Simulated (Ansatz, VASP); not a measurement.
# FeGe: VASP beside Ansatz

```
Fe Ge
1.0
     0.00000    2.40357    2.40357
     2.40357    0.00000    2.40357
     2.40357    2.40357    0.00000
Fe Ge
1 1
Direct
  0.00000 0.00000 0.00000
  0.50000 0.50000 0.50000
```

Change from the starting cell: volume scaled by 0.92, PAW files.

Alike in both runs: task single point; functional PBE; k mesh 14 × 14 × 14; occupations fermi-dirac, width 0.08 eV; collinear spin.

|  | VASP | Ansatz |
| --- | --- | --- |
| version | VASP 6.6.1 | Ansatz 0.2.0 |
| potentials or method | VASP PAW PBE potentials, release 64 (Fe, Ge_d) | PAW with Ansatz's default frozen-core files, scalar-relativistic |
| plane-wave cutoff (eV) | 520 | 420 |
| valence electrons in the cell | 22 | 30 |

VASP gave:

- pressure (GPa): 6.3
- net moment per atom (μB): 0.71
- size of the moment on the site where the two differ most (μB): 0.08

Problem. Estimate Ansatz's values.

Solution. Pressure (GPa): 6.3; net moment per atom (μB): 0.72; size of the moment on the site where the two differ most (μB): 0.05.

Site moments also hang on the region over which each program counts them. The functional is the same, so the differences come from potentials, cutoffs and numerics. VASP's potentials hold 22 valence electrons a cell and Ansatz's 30, so a difference there can come from the potentials and not from the codes.
